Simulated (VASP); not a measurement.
A run of VASP 6.6.1:

File INCAR:

```
SYSTEM = Al13Cu11
  PREC = Accurate
  ENCUT = 520
  EDIFF = 1E-7
  ISMEAR = -1
  SIGMA = 0.05
  LREAL = Auto
  LASPH = .True.
  NELM = 60
  ALGO = Normal
  ISIF = 2
  LWAVE = .False.
  LCHARG = .True.
  GGA = PE
  LELF = .True.
  LVHAR = .True.
  NBANDS = 98
  ISYM = 0
```

KPOINTS

```
Automatic mesh
0
Gamma
  1 1 1
  0.25 0.25 0.25
```

Contents of POSCAR:

```
Al13Cu11
1.0
    7.1452280000      0.0272100000     -0.2795910000
    0.0272100000      7.0459230000      0.0416720000
   -0.2795910000      0.0416720000      7.0313830000
Al Cu
13 11
Direct
    0.1164324583      0.6646001140      0.1117211581
    0.5358921228      0.4956623994      0.2386320545
    0.4654598432      0.0249013790      0.7768678925
    0.6179614198      0.8473454305      0.4603957532
    0.1117584657      0.1875170928      0.6103632029
    0.6026281381      0.3560166824      0.8964618307
    0.2597331683      0.2869402661      1.0114858885
    0.8766184536      0.5595183383      0.4695258930
    0.7726037611      0.1496494622      0.2768972855
    0.2658956069      0.7780165578      0.4978935883
    0.4280974979      0.1686825672      0.4101815912
    0.9044835584      0.0740060319      0.9452198071
    0.4023347228      0.9141153550      0.1571095121
    0.9447778028      0.9053125629      0.4988478348
    0.4640091221      0.6647569007      0.8988379704
    0.1569388422      0.8662338546      0.8199907459
    0.1112394589      0.0786539913      0.2518767478
    0.5508358743      0.5223158091      0.5956705542
    0.7246185343      0.1804829164      0.6279371692
    0.9688291629      0.4421642985      0.8018947402
    0.8894234472      0.4072348666      0.1290140929
    0.7875151695      0.7526556949      0.8152630124
    0.2178277146      0.4419629253      0.3810512369
    0.7396908860      0.7755870633      0.1638098295
```

Potentials or basis: VASP PAW PBE potentials, release 64 (Al, Cu).

Command:

```console
$ cat potpaw_PBE.64/Al/POTCAR potpaw_PBE.64/Cu/POTCAR > POTCAR
$ mpirun -np 1 vasp_std > vasp.out
```

Hardware: 1 thread of Intel(R) Xeon(R) Platinum 8488C (Sapphire Rapids), with other jobs on the host.

Problem. How long does it take, and how much memory?

Solution. Wall time 120 s on 1 thread of Intel(R) Xeon(R) Platinum 8488C (Sapphire Rapids), with other jobs on the host, peak memory 0.37 GiB. Counts: scf iterations 23, k points 1.
